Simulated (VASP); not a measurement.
# Al2O3 (P-6m2) in VASP: further runs, part 2 of 2

VASP 6.6.1.

## Step 4: Single point, PBEsol

This run uses another cell than the first one, of 13.25 Å³/atom.

Input file INCAR:

```
SYSTEM = Al2O3
ALGO = Normal
EDIFF = 1E-6
ENCUT = 600
GGA = PS
GGA_COMPAT = .False.
ISIF = 2
ISMEAR = -1
LASPH = .True.
LCHARG = .False.
LREAL = .False.
LWAVE = .False.
NBANDS = 20
NELM = 120
PREC = Accurate
SIGMA = 0.05
```

Input file KPOINTS:

```
k-points
0
Gamma
  11 11 3
  0 0 0
```

Input file POSCAR:

```
Al2O3
1.0
    2.8622660450      0.0000000000      0.0000000000
   -1.4311330225      2.4787951073      0.0000000000
    0.0000000000      0.0000000000      9.3371263295
Al O
2 3
Direct
    0.0000000000      0.0000000000      0.8515125197
    0.0000000000      0.0000000000      0.1484874803
    0.3333333333      0.6666666667      0.7788317976
    0.6666666667      0.3333333333      0.0000000000
    0.3333333333      0.6666666667      0.2211682024
```

Potentials or basis: VASP PAW PBE potentials, release 64 (Al, O).

Command:

```sh
> cat potpaw_PBE.64/Al/POTCAR potpaw_PBE.64/O/POTCAR > POTCAR
> mpirun -np 1 vasp_std > vasp.out
```

OUTCAR:

```text
SYSTEM = Al2O3
   EDIFF = 1E-6
   ENCUT = 600
   GGA = PS
   ISIF = 2
   ISMEAR = -1
   LASPH = .True.
   LREAL = .False.
   NELM = 120
   PREC = Accurate

 ion  position               nearest neighbor table
   1  0.000  0.000  0.852-   3 1.79   3 1.79   3 1.79   4 2.16   4 2.16   4 2.16   2 2.77
   2  0.000  0.000  0.148-   5 1.79   5 1.79   5 1.79   4 2.16   4 2.16   4 2.16   1 2.77
   3  0.333  0.667  0.779-   1 1.79   1 1.79   1 1.79
   4  0.667  0.333  0.000-   1 2.16   2 2.16   1 2.16   2 2.16   1 2.16   2 2.16
   5  0.333  0.667  0.221-   2 1.79   2 1.79   2 1.79

  LATTYP: Found a hexagonal cell.
 ALAT       =     2.8622660450
 C/A-ratio  =     3.2621448121

  Lattice vectors:

 A1 = (   2.8622660450,   0.0000000000,   0.0000000000)
 A2 = (  -1.4311330225,   2.4787951073,   0.0000000000)
 A3 = (   0.0000000000,   0.0000000000,   9.3371263295)

Analysis of symmetry for initial positions (statically):
=====================================================================
 Subroutine PRICEL returns:
 Original cell was already a primitive cell.

 Routine SETGRP: Setting up the symmetry group for a
[... 176 lines left out ...]
 val. band max:        0.8589678975   @ k =   0.0909   0.0909   0.0000
 cond. band min:       5.7685496274   @ k =   0.0000   0.0000   0.0000
 fundamental gap:      4.9095817299
 Fermi energy:         1.9753753828

 k-point     1 :       0.0000    0.0000    0.0000
  band No.  band energies     occupation
      1     -17.9683      2.00000
      2     -16.8097      2.00000
      3     -15.6339      2.00000
      4      -4.2693      2.00000
      5      -1.2698      2.00000
      6      -0.6319      2.00000
[... 541 lines left out ...]
     19      13.4363      0.00000
     20      14.6916      0.00000

 [... further k-points ...]

------------------------ aborting loop because EDIFF is reached ----------------------------------------

  FORCE on cell =-STRESS in cart. coord.  units (eV):
  Direction    XX          YY          ZZ          XY          YZ          ZX
  --------------------------------------------------------------------------------------
  -------------------------------------------------------------------------------------
  Total        0.0799268      0.0799268     -0.1240388      0.0000000     -0.0000000      0.0000000
  in kB        1.9330328      1.9330328     -2.9998830      0.0000000     -0.0000000      0.0000000
  external PRESSURE =       0.2887276 kB  Pullay stress =       0.0000000 kB

 VOLUME and BASIS-vectors are now :
 -----------------------------------------------------------------------------
  energy-cutoff  :      600.00
  volume of cell :       66.25
      direct lattice vectors                 reciprocal lattice vectors
     2.862266045  0.000000000  0.000000000     0.349373533  0.201710903  0.000000000
    -1.431133023  2.478795107  0.000000000     0.000000000  0.403421806  0.000000000
     0.000000000  0.000000000  9.337126330     0.000000000  0.000000000  0.107099333

 POSITION                                       TOTAL-FORCE (eV/Angst)
 -----------------------------------------------------------------------------------
      0.00000      0.00000      7.95068        -0.000000     -0.000000     -0.029855
      0.00000      0.00000      1.38645        -0.000000     -0.000000      0.029855
     -0.00000      1.65253      7.27205         0.000000      0.000000      0.018293
      1.43113      0.82627      0.00000        -0.000000      0.000000      0.000000
     -0.00000      1.65253      2.06508         0.000000      0.000000     -0.018293
 -----------------------------------------------------------------------------------
    total drift:                                0.000000     -0.000000      0.000000

  FREE ENERGIE OF THE ION-ELECTRON SYSTEM (eV)
  ---------------------------------------------------
  free  energy   TOTEN  =       -38.1497993854 eV

  energy  without entropy=      -38.1497993853  energy(sigma->0) =      -38.14979939
```

OSZICAR:

```text
N       E                     dE             d eps       ncg     rms          rms(c)
DAV:   1     0.127063057272E+03    0.12706E+03   -0.13174E+04  1280   0.120E+03
DAV:   2    -0.331375396375E+02   -0.16020E+03   -0.15576E+03  1584   0.258E+02
DAV:   3    -0.421753164404E+02   -0.90378E+01   -0.90041E+01  1676   0.636E+01
DAV:   4    -0.422746943118E+02   -0.99378E-01   -0.99343E-01  1652   0.727E+00
DAV:   5    -0.422763879130E+02   -0.16936E-02   -0.16936E-02  1676   0.901E-01    0.121E+01
DAV:   6    -0.382489517481E+02    0.40274E+01   -0.12480E+01  1400   0.255E+01    0.454E+00
DAV:   7    -0.381995415897E+02    0.49410E-01   -0.44396E-01  1568   0.460E+00    0.250E+00
DAV:   8    -0.381535625869E+02    0.45979E-01   -0.58955E-02  1600   0.223E+00    0.756E-01
DAV:   9    -0.381467281014E+02    0.68345E-02   -0.15892E-02  1684   0.111E+00    0.200E-01
DAV:  10    -0.381477902270E+02   -0.10621E-02   -0.37566E-03  1456   0.406E-01    0.155E-01
DAV:  11    -0.381495313131E+02   -0.17411E-02   -0.37632E-03  1380   0.574E-01    0.888E-02
DAV:  12    -0.381497448578E+02   -0.21354E-03   -0.59097E-04  1392   0.180E-01    0.558E-02
DAV:  13    -0.381498052314E+02   -0.60374E-04   -0.28592E-04  1372   0.131E-01    0.203E-02
DAV:  14    -0.381497993971E+02    0.58343E-05   -0.22767E-05  1624   0.479E-02    0.630E-03
DAV:  15    -0.381497993854E+02    0.11763E-07   -0.48828E-06  1408   0.165E-02
   1 F= -.38149799E+02 E0= -.38149799E+02  d E =-.747871E-10
```

stdout:

```text
POSCAR found type information on POSCAR AlO
 POSCAR found :  2 types and       5 ions
 scaLAPACK will be used
 -----------------------------------------------------------------------------
|                                                                             |
|                                                                             |
|     You enforced a specific xc type in the INCAR file but a different       |
|     I HOPE YOU KNOW WHAT YOU ARE DOING!                                     |
|                                                                             |
 -----------------------------------------------------------------------------

 LDA part: xc-table for (Slater+PW92), standard interpolation
 POSCAR, INCAR and KPOINTS ok, starting setup
 FFT: planning ... GRIDC
 FFT: planning ... GRID_SOFT
 FFT: planning ... GRID
 WAVECAR not read
 entering main loop
```

Run time: 18 s. Hardware: 1 thread of Intel Xeon 6975P-C (Granite Rapids), shared host; peak memory 0.21 GiB.

Results:

* Free energy: -38.1498 eV
* Pressure: 0.0 GPa
* Largest force: 0.030 eV/Å
* Band gap on the k mesh: 4.91 eV (least direct gap 5.16 eV)

Forces on the atoms (eV/Å):
```
Al   0.000  0.000 -0.030
Al   0.000  0.000  0.030
O    0.000  0.000  0.018
O    0.000  0.000  0.000
O    0.000  0.000 -0.018
```

Caveat: the PAW data sets were made with another functional, which shifts forces and pressure a little; an odd mesh through Γ misses points on the zone boundary, where band edges can lie.

## Step 5: Single point, PBE

This run uses another cell than the first one, of 13.45 Å³/atom.

Input file INCAR:

```
SYSTEM = Al2O3
PREC = Accurate ; ENCUT = 600
EDIFF = 1E-6 ; ISMEAR = 0
SIGMA = 0.012 ; LREAL = .FALSE.
LASPH = .TRUE. ; NELM = 120
ALGO = Normal ; ISIF = 2
LWAVE = .FALSE. ; LCHARG = .TRUE.
GGA = PE ; LELF = .TRUE.
LVHAR = .TRUE. ; NBANDS = 20
GGA_COMPAT = .FALSE.
```

Input file KPOINTS:

```
regular mesh
0
G
  11 11 3
  0 0 0
```

Input file POSCAR:

```
Al2O3
1.0
    2.8843249483      0.0000000000      0.0000000000
   -1.4421624742      2.4978986780      0.0000000000
    0.0000000000      0.0000000000      9.3367544600
Al O
2 3
Direct
    0.0000000000      0.0000000000      0.8500076700
    0.0000000000      0.0000000000      0.1499923300
    0.3333333333      0.6666666667      0.7776830800
    0.6666666667      0.3333333333      0.0000000000
    0.3333333333      0.6666666667      0.2223169200
```

Command:

```sh
> cat potpaw_PBE.64/Al/POTCAR potpaw_PBE.64/O/POTCAR > POTCAR
> mpirun -np 1 vasp_std > vasp.out
```

Run time: 19 s. Hardware: 1 thread of Intel Xeon 6975P-C (Granite Rapids), shared host; peak memory 0.21 GiB.

Results (log left out):

```
Free energy            : -36.3942 eV
Pressure               : -0.1 GPa
Largest force          : 0.010 eV/Å
Band gap on the k mesh : 4.77 eV (least direct gap 5.01 eV)
```

Forces on the atoms (eV/Å):
```
Al   0.000  0.000  0.004
Al   0.000  0.000 -0.004
O    0.000  0.000 -0.010
O    0.000  0.000  0.000
O    0.000  0.000  0.010
```

Stress tensor (GPa, compression positive):
```
-0.04  0.00  0.00
 0.00 -0.04  0.00
 0.00  0.00 -0.27
```

Levels at points of the mesh, in eV from the valence-band top:
```csv
k point,band 8,band 9,band 10,band 11,band 12,band 13,band 14,band 15,band 16,band 17
"(0.00, 0.00, 0.00)",-1.25,-1.25,-0.53,-0.53,-0.24,4.77,7.41,7.81,9.14,12.89
```

Caveat: an odd mesh through Γ misses points on the zone boundary, where band edges can lie.

## Step 6: The runs side by side

| level | potentials or basis | cell | smearing | gap on the mesh (eV) | pressure (GPa) | largest force (eV/Å) |
| --- | --- | --- | --- | --- | --- | --- |
| PBE+D3(BJ) | VASP PAW PBE potentials, release 64 (Al, O) | a = 2.867, b = 2.867, c = 7.298 Å, angles 90.0, 90.0, 120.0°, 5 atoms, atomic positions A | fermi-dirac 0.05 eV | 4.54 | -0.2 | 0.04 |
| LDA | VASP PAW LDA potentials, release 64 (Al, O) | a = 2.838, b = 2.838, c = 9.345 Å, angles 90.0, 90.0, 120.0°, 5 atoms, atomic positions B | fermi-dirac 0.05 eV | 5.16 | 0.5 | 0.03 |
| PBEsol | VASP PAW PBE potentials, release 64 (Al, O) | a = 2.862, b = 2.862, c = 9.337 Å, angles 90.0, 90.0, 120.0°, 5 atoms, atomic positions C | fermi-dirac 0.05 eV | 4.91 | 0.0 | 0.03 |
| PBE | VASP PAW PBE potentials, release 64 (Al, O) | a = 2.884, b = 2.884, c = 9.337 Å, angles 90.0, 90.0, 120.0°, 5 atoms, atomic positions D | gaussian 0.012 eV | 4.77 | -0.1 | 0.01 |

Alike in all rows: task single point; no spin polarisation; k mesh 11 × 11 × 3; cutoff (eV) 600.

Caveats: an odd mesh through Γ misses points on the zone boundary, where band edges can lie; the PAW data sets were made with another functional, which shifts forces and pressure a little (at least some runs).

Absolute energies hang on the potentials; compare differences alone.
